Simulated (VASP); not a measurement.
# ZnCu in VASP: notebook

The runs below take ZnCu through single point, with PBE.

All numbers are computed with VASP 6.6.1; they aren't measurements. Logs are shortened: lines on timing, memory, paths and dates and some standing lists are left out, and cuts for length are marked.

**1. The cell of the first run**

The typed cell holds 2 atoms: a = 2.945 Å, b = 2.945 Å, c = 2.945 Å, α = 90.00°, β = 90.00°, γ = 90.00°.

**2. Single point, PBE (one atom moved)**

INCAR reads:

```
PREC = Accurate
ENCUT = 520
EDIFF = 1E-6
ISMEAR = 0
SIGMA = 0.1
LREAL = False
LASPH = True
NELM = 60
ALGO = Fast
ISIF = 2
LWAVE = False
LCHARG = False
GGA = PE
NBANDS = 18
```

KPOINTS reads:

```
Automatic mesh
0
Gamma
  12 12 12
```

POSCAR reads:

```
ZnCu
1.0
    2.9450000000      0.0000000000      0.0000000000
    0.0000000000      2.9450000000      0.0000000000
    0.0000000000      0.0000000000      2.9450000000
Zn Cu
1 1
Direct
    0.5000000000      0.5000000000      0.5000000000
    0.0129711375      0.0041426146      0.0069337861
```

Potentials or basis: VASP PAW PBE potentials, release 64 (Zn, Cu).

Launch:

```bash
$ cat potpaw_PBE.64/Zn/POTCAR potpaw_PBE.64/Cu/POTCAR > POTCAR
$ mpirun -np 1 vasp_std > vasp.out
```

OUTCAR:

```text
PREC = Accurate
   ENCUT = 520
   EDIFF = 1E-6
   ISMEAR = 0
   LREAL = False
   LASPH = True
   NELM = 60
   ISIF = 2
   GGA = PE

 ion  position               nearest neighbor table
   1  0.500  0.500  0.500-   2 2.51   2 2.52   2 2.53   2 2.55   2 2.55   2 2.57   2 2.58   2 2.59

   2  0.013  0.004  0.007-   1 2.51   1 2.52   1 2.53   1 2.55   1 2.55   1 2.57   1 2.58   1 2.59

  LATTYP: Found a simple cubic cell.
 ALAT       =     2.9450000000

  Lattice vectors:

 A1 = (   2.9450000000,   0.0000000000,   0.0000000000)
 A2 = (   0.0000000000,   2.9450000000,   0.0000000000)
 A3 = (   0.0000000000,   0.0000000000,   2.9450000000)

Analysis of symmetry for initial positions (statically):
=====================================================================
 Subroutine PRICEL returns:
 Original cell was already a primitive cell.

 Routine SETGRP: Setting up the symmetry group for a
 simple cubic supercell.

 Subroutine GETGRP returns: Found  1 space group operations
 (whereof  1 operations were pure point group operations)
 out of a pool of 48 trial point group operations.

The static configuration has the point symmetry C_1 .

Analysis of symmetry for dynamics (positions and initial velocities):
=====================================================================
 Subroutine PRICEL returns:
 Original cell was already a primitive cell.

 Routine SETGRP: Setting up the symmetry group for a
 simple cubic supercell.

 Subroutine GETGRP returns: Found  1 space group operations
 (whereof  1 operations were pure point group operations)
 out of a pool of 48 trial point group operations.

The dynamic configuration has the point symmetry C_1 .

 Subroutine INISYM returns: Found  1 space group operations
 (whereof  1 operations are pure point group operations),
 and found     1 'primitive' translations

----------------------------------------------------------------------------------------

                                     Primitive cell

  volume of cell :      25.5421

  direct lattice vectors                    reciprocal lattice vectors
     2.945000000  0.000000000  0.000000000     0.339558574  0.000000000  0.000000000
     0.000000000  2.945000000  0.000000000     0.000000000  0.339558574  0.000000000
     0.000000000  0.000000000  2.945000000     0.000000000  0.000000000  0.339558574

  length of vectors
     2.945000000  2.945000000  2.945000000     0.339558574  0.339558574  0.339558574

[... 79 lines left out ...]
   NELM   =     60;   NELMIN=  2; NELMDL= -5     # of ELM steps
   EDIFF  = 0.1E-05   stopping-criterion for ELM
   LREAL  =      F    real-space projection
   EDIFFG = 0.1E-04   stopping-criterion for IOM
   NSW    =      0    number of steps for IOM
   IBRION =     -1    ionic relax: 0-MD 1-quasi-New 2-CG
   NFREE  =      0    steps in history (QN), initial steepest desc. (CG)
   ISIF   =      2    stress and relaxation
   ISYM   =      2    0-nonsym 1-usesym 2-fastsym
   POTIM  = 0.5000    time-step for ionic-motion
   TEBEG  =    0.0;   TEEND  =   0.0 temperature during run
   PSTRESS=    0.0 pullay stress
   NELECT =      23.0000    total number of electrons
   NUPDOWN=      -1.0000    fix difference up-down
   EMIN   =  10.00;   EMAX   =-10.00  energy-range for DOS
   EFERMI =   0.00;   METHOD = LEGACY
   ISMEAR =     0;   SIGMA  =   0.10  broadening in eV -4-tet -1-fermi 0-gaus
   EFERMI_NEDOS =   21; number of points for ismear=-14 and -15
   IALGO  =     68    algorithm
   IMIX   =      4    mixing-type and parameters
     AMIX     =   0.40;   BMIX     =  1.00
     AMIX_MAG =   1.60;   BMIX_MAG =  1.00
  volume/ion in A,a.u.               =      12.77        86.18
  Fermi-wavevector in a.u.,A,eV,Ry     =   1.580880  2.987429 34.003415  2.499180
  Thomas-Fermi vector in A             =   2.681040
   LORBIT       =      0    0 simple, 1 ext, 2 COOP (PROOUT), +10 PAW based schemes
   GGA     = PE    functional components
   LHFCALC =     F    Hartree Fock is set to
   AEXX    =    0.0000 exact exchange contribution
   IVDW    =     0    specifies the selected vdW correction
   LEPSILON=     F    determine dielectric tensor
   LRPA    =     F    only Hartree local field effects (RPA)
 non-spin polarized calculation
 RMM-DIIS sequential band-by-band and
 Gauss-broadening in eV      SIGMA  =   0.10
  energy-cutoff  :      520.00
  volume of cell :       25.54
 maximum number of plane-waves:       715
 NGX is ok and might be reduce to    24
   NGX = 11   NGY = 11   NGZ = 11

 number of electron      22.9999989 magnetization

 Free energy of the ion-electron system (eV)
  ---------------------------------------------------
  ext. energy  EPLUGINS =         0.00000000
  ---------------------------------------------------
  free energy    TOTEN  =        -5.00080981 eV

  energy without entropy =       -4.99845751  energy(sigma->0) =       -4.99963366

 E-fermi :   5.4807     XC(G=0): -12.4008

 val. band max:        5.4736984765   @ k =  -0.3333   0.3333   0.5000
 cond. band min:       5.4946506599   @ k =   0.5000   0.3333   0.3333
 fundamental gap:      0.0209521833
 Fermi energy:         5.4807079949

 k-point     1 :       0.0000    0.0000    0.0000
  band No.  band energies     occupation
      1      -4.7965      2.00000
      2      -2.3065      2.00000
      3      -2.3055      2.00000
      4      -1.6116      2.00000
      5      -1.6096      2.00000
      6      -1.6093      2.00000
[... 481 lines left out ...]
      5      -1.6278      2.00000
      6      -1.6058      2.00000
[... 10 lines left out ...]
     17      19.0801      0.00000
     18      25.6576      0.00000

 [... further k-points ...]

------------------------ aborting loop because EDIFF is reached ----------------------------------------

  FORCE on cell =-STRESS in cart. coord.  units (eV):
  Direction    XX          YY          ZZ          XY          YZ          ZX
  --------------------------------------------------------------------------------------
  -------------------------------------------------------------------------------------
  Total        0.5459101      0.5601212      0.5568713      0.0087411      0.0047529      0.0146708
  in kB       34.2433155     35.1347389     34.9308807      0.5483021      0.2981359      0.9202579
  external PRESSURE =      34.7696450 kB  Pullay stress =       0.0000000 kB

 VOLUME and BASIS-vectors are now :
 -----------------------------------------------------------------------------
  energy-cutoff  :      520.00
  volume of cell :       25.54
      direct lattice vectors                 reciprocal lattice vectors
     2.945000000  0.000000000  0.000000000     0.339558574  0.000000000  0.000000000
     0.000000000  2.945000000  0.000000000     0.000000000  0.339558574  0.000000000
     0.000000000  0.000000000  2.945000000     0.000000000  0.000000000  0.339558574

 POSITION                                       TOTAL-FORCE (eV/Angst)
 -----------------------------------------------------------------------------------
      1.47250      1.47250      1.47250         0.182097      0.059075      0.098388
      0.03820      0.01220      0.02042        -0.182097     -0.059075     -0.098388
 -----------------------------------------------------------------------------------
    total drift:                               -0.000050     -0.001181     -0.001231

  FREE ENERGIE OF THE ION-ELECTRON SYSTEM (eV)
  ---------------------------------------------------
  free  energy   TOTEN  =        -5.0008098149 eV

  energy  without entropy=       -4.9984575118  energy(sigma->0) =       -4.99963366
```

stdout:

```text
POSCAR found type information on POSCAR ZnCu
 POSCAR found :  2 types and       2 ions
 scaLAPACK will be used
 LDA part: xc-table for (Slater+PW92), standard interpolation
 POSCAR, INCAR and KPOINTS ok, starting setup
 FFT: planning ... GRIDC
 FFT: planning ... GRID_SOFT
 FFT: planning ... GRID
 WAVECAR not read
 entering main loop
WARNING in EDDRMM: call to ZHEGV failed, returncode =   8  4     16
WARNING in EDDRMM: call to ZHEGV failed, returncode =   8  4     16
WARNING in EDDRMM: call to ZHEGV failed, returncode =   8  4     16
```

Wall time 2.1 min (1 thread of Intel Xeon 6975P-C (Granite Rapids), shared host); peak memory 0.49 GiB.

What came out:

| Item | Value |
| --- | --- |
| Free energy | -5.0008 eV |
| Pressure | 3.5 GPa |
| Largest force | 0.215 eV/Å |
| Band gap on the k mesh | zero (an odd number of electrons rules out a gap without spin polarisation) |

Forces on the atoms (eV/Å):
```
Zn   0.182  0.059  0.098
Cu  -0.182 -0.059 -0.098
```

Stress tensor (GPa, compression positive):
```
3.42 0.05 0.09
0.05 3.51 0.03
0.09 0.03 3.49
```

Levels at points of the mesh, in eV from the Fermi level:
| k point | band 9 | band 10 | band 11 | band 12 | band 13 | band 14 | band 15 | band 16 |
| --- | --- | --- | --- | --- | --- | --- | --- | --- |
| (0.00, 0.00, 0.00) | -2.67 | -2.67 | -2.67 | 6.29 | 6.29 | 6.30 | 11.31 | 11.32 |
| (0.50, 0.00, 0.00) | -3.22 | -3.22 | -2.75 | -1.95 | 11.74 | 11.75 | 12.43 | 12.43 |
| (0.00, 0.50, 0.00) | -3.22 | -3.22 | -2.75 | -1.95 | 11.75 | 11.77 | 12.40 | 12.41 |
| (0.00, 0.00, 0.50) | -3.22 | -3.22 | -2.75 | -1.95 | 11.75 | 11.76 | 12.40 | 12.41 |
| (0.50, 0.50, 0.00) | -2.82 | -2.44 | -1.83 | -1.82 | 1.82 | 2.17 | 14.00 | 15.59 |
| (0.00, 0.50, 0.50) | -2.83 | -2.44 | -1.83 | -1.82 | 1.82 | 2.17 | 14.00 | 15.59 |
| (0.50, 0.00, 0.50) | -2.82 | -2.44 | -1.83 | -1.82 | 1.82 | 2.17 | 14.00 | 15.59 |
| (0.50, 0.50, 0.50) | -2.42 | -2.42 | 3.91 | 4.29 | 4.32 | 4.40 | 4.58 | 4.66 |

Caveat: the cell differs from its parent crystal (one atom moved); the cell stands under pressure.

**3. Single point, PBE (11.84 Å³/atom)**

This run uses another cell than the first one, of 11.84 Å³/atom.

INCAR reads:

```
ALGO = Normal
EDIFF = 1E-6
ENCUT = 820
GGA = PE
GGA_COMPAT = False
ISIF = 2
ISMEAR = 0
LASPH = True
LCHARG = False
LREAL = False
LWAVE = False
NBANDS = 22
NELM = 120
PREC = Accurate
SIGMA = 0.1
```

KPOINTS reads:

```
k-points
0
Gamma
  14 14 14
```

POSCAR reads:

```
ZnCu
1.0
    2.8714783461      0.0000000000      0.0000000000
    0.0000000000      2.8714783461      0.0000000000
    0.0000000000      0.0000000000      2.8714783461
Zn Cu
1 1
Direct
    0.5000000000      0.5000000000      0.5000000000
    0.0000000000      0.0000000000      0.0000000000
```

Potentials or basis: VASP PAW PBE potentials, release 64 (Zn, Cu_sv_GW).

Launch:

```bash
$ cat potpaw_PBE.64/Zn/POTCAR potpaw_PBE.64/Cu_sv_GW/POTCAR > POTCAR
$ mpirun -np 1 vasp_std > vasp.out
```

Run time: 1.7 min. Hardware: 1 thread of Intel Xeon Platinum 8259CL at 2.50GHz (Skylake/Cascade Lake), shared host; peak memory 0.29 GiB.

Results (log left out):

* Free energy: -4.9840 eV
* Pressure: 13.1 GPa
* Band gap on the k mesh: zero (an odd number of electrons rules out a gap without spin polarisation)

Levels at points of the mesh, in eV from the Fermi level:
| k point | band 14 | band 15 | band 16 | band 17 | band 18 | band 19 |
| --- | --- | --- | --- | --- | --- | --- |
| (0.00, 0.00, 0.00) | -2.86 | -2.86 | 6.45 | 6.45 | 6.45 | 11.73 |
| (0.50, 0.00, 0.00) | -3.50 | -2.96 | -2.07 | 12.37 | 12.37 | 12.93 |
| (0.50, 0.50, 0.00) | -2.61 | -2.19 | -2.19 | 2.10 | 2.35 | 14.74 |
| (0.50, 0.50, 0.50) | -2.58 | 4.39 | 4.46 | 4.46 | 4.46 | 4.76 |

Caveat: the cell stands under pressure.

The gap in the log of VASP goes by the Fermi energy; the results here count the filled bands.